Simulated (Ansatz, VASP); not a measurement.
# WC in VASP and in Ansatz

Contents of INCAR:

```
SYSTEM = WC
PREC = Accurate
ENCUT = 520
EDIFF = 1E-6
ISMEAR = 0
SIGMA = 0.1
LREAL = .False.
LASPH = .True.
NELM = 80
ALGO = Normal
ISIF = 2
LWAVE = .False.
LCHARG = .False.
LDIPOL = .True.
IDIPOL = 3
DIPOL = 0.5 0.5 0.500
GGA = PE
NBANDS = 66
```

Contents of KPOINTS:

```
regular mesh
0
Gamma
  12 12 1
  0 0 0
```

Contents of POSCAR:

```
WC
1.0
    2.9217716511      0.0000000000      0.0000000000
   -1.4608858255      2.5303284739      0.0000000000
    0.0000000000      0.0000000000     30.6589173567
C W
6 6
Direct
    0.6666666667      0.3333333333      0.2446270334
    0.6666666667      0.3333333333      0.3374899303
    0.6666666667      0.3333333333      0.4303528273
    0.6666666667      0.3333333333      0.5232157242
    0.6666666667      0.3333333333      0.6160786212
    0.6666666667      0.3333333333      0.7089415181
    0.0000000000      0.0000000000      0.2910584819
    0.0000000000      0.0000000000      0.3839213788
    0.0000000000      0.0000000000      0.4767842758
    0.0000000000      0.0000000000      0.5696471727
    0.0000000000      0.0000000000      0.6625100697
    0.0000000000      0.0000000000      0.7553729666
```

Input for Ansatz:

```yaml
crystal:
  lattice:
    - [2.9217716511, 0.0, 0.0]
    - [-1.4608858255, 2.5303284739, 0.0]
    - [0.0, 0.0, 30.6589173567]
  atoms:
    - { symbol: C, position: [0.6666666667, 0.3333333333, 0.2446270334] }
    - { symbol: W, position: [0.0, 0.0, 0.2910584819] }
    - { symbol: C, position: [0.6666666667, 0.3333333333, 0.3374899303] }
    - { symbol: W, position: [0.0, 0.0, 0.3839213788] }
    - { symbol: C, position: [0.6666666667, 0.3333333333, 0.4303528273] }
    - { symbol: W, position: [0.0, 0.0, 0.4767842758] }
    - { symbol: C, position: [0.6666666667, 0.3333333333, 0.5232157242] }
    - { symbol: W, position: [0.0, 0.0, 0.5696471727] }
    - { symbol: C, position: [0.6666666667, 0.3333333333, 0.6160786212] }
    - { symbol: W, position: [0.0, 0.0, 0.6625100697] }
    - { symbol: C, position: [0.6666666667, 0.3333333333, 0.7089415181] }
    - { symbol: W, position: [0.0, 0.0, 0.7553729666] }
basis:
  ecutwfc: 420
kpoints:
  mp_grid: { grid: [12, 12, 1] }
hamiltonian:
  xc: pbe
scf:
  occupations: { method: gaussian, width: 0.1 }
output:
  forces: true
  stress: true
  eigenvalues: true
  write_density: true
  write_potential: true
  elf: true
  volumetric_format: npy
efield:
  axis: 3
  dipole_correction: true
  ramp_width: 0.04
```

Alike in both runs: task single point; functional PBE; k mesh 12 × 12 × 1; occupations gaussian, width 0.1 eV; no spin polarisation.

|  | VASP | Ansatz |
| --- | --- | --- |
| version | VASP 6.6.1 | Ansatz 0.2.0 |
| potentials or method | VASP PAW PBE potentials, release 64 (C, W_sv), cutoff 520 eV | scalar-relativistic, plane waves, PAW |
| valence electrons in the cell | 108 | 108 |

Ansatz gave:

```
gap on the k mesh at the Fermi level (eV) : none
rms of the force components (eV/Å)        : 1.234
```

Q: Estimate VASP's values.

A: gap on the k mesh at the Fermi level (eV): none; rms of the force components (eV/Å): 1.230.

A gap of «none» marks a metal or a gap that the smearing closes. The functional is the same, so the differences come from potentials, cutoffs and numerics. Ansatz's warnings: xc potential rough in thin density.

Neither program's run includes spin-orbit coupling.
